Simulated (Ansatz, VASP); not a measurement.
**SnO2 in VASP and in Ansatz**

```
CELL_PARAMETERS angstrom
-3.23725 0.00000 0.00000
-1.61863 -2.80354 0.00000
-2.91353 -1.68213 13.67548
ATOMIC_POSITIONS crystal
Sn 0.38423 0.38423 0.47073
Sn 0.90586 0.90586 0.15690
Sn 0.86259 0.86259 0.78457
O 0.52907 0.52907 0.22933
O 0.48580 0.48580 0.85700
O 0.00743 0.00743 0.54317
O 0.23939 0.23939 0.71214
O 0.76102 0.76102 0.39830
O 0.28265 0.28265 0.08447
```

Alike in both runs: task single point; functional PBE; dispersion D3(BJ); k mesh 9 × 9 × 2; occupations gaussian, width 0.05 eV; no spin polarisation.

|  | VASP | Ansatz |
| --- | --- | --- |
| version | VASP 6.6.1 | Ansatz 0.2.0 |
| potentials or method | VASP PAW PBE potentials, release 64 (Sn_d, O), cutoff 520 eV | scalar-relativistic, plane waves, PAW |
| valence electrons in the cell | 78 | 78 |

|  | VASP | Ansatz | Ansatz less VASP |
| --- | --- | --- | --- |
| gap on the k mesh at the Fermi level (eV) | 1.74 | 1.77 | +0.021 |
| least direct gap on the mesh (eV) | 1.82 | 1.84 | +0.017 |
| pressure (GPa) | 0.4 | -0.3 | -0.64 |
| traceless stress, the component that is largest in VASP (GPa) | 0.27 | 0.68 | +0.414 |
| rms of the force components (eV/Å) | 0.072 | 0.056 | -0.0155 |

Atom by atom the forces differ by 0.026 eV/Å (rms over components).
